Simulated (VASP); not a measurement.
CaS, 2 atoms in the cell. The structure is cubic, space group Fm-3m (No. 225). Conventional cell: a = 5.499 Å, b = 5.499 Å, c = 5.499 Å, α = 90.00°, β = 90.00°, γ = 90.00°. Within 3.6 Å of Ca (site symmetry m-3m) lie 6 S at 2.75 Å. Within 3.6 Å of S (site symmetry m-3m) lie 6 Ca at 2.75 Å.  This cell differs from its parent crystal: volume changed by -10%.

* Program: VASP 6.6.1
* Task: single point
* Functional: PBE
* Potentials or basis: VASP PAW PBE potentials, release 64 (Ca_sv, S)
* Cutoff: 500 eV
* k mesh: 4 × 4 × 4
* Occupations: gaussian, width 0.01 eV
* Spin: no spin polarisation
* Dipole correction: no
* Further INCAR settings: ALGO = Normal; EDIFF = 1e-06; NBANDS = 15

Potentials or basis: VASP PAW PBE potentials, release 64 (Ca_sv, S).

Command:

```bash
$ cat potpaw_PBE.64/Ca_sv/POTCAR potpaw_PBE.64/S/POTCAR > POTCAR
$ mpirun -np 1 vasp_std > vasp.out
```

Hardware: 1 thread of Intel Xeon 8259CL (shared host).

Problem. Estimate the wall time of this run.

Solution. It took 11 s on 1 thread of Intel Xeon 8259CL, on a shared host, peak memory 0.15 GiB. Counts: scf iterations 12, k points 8.
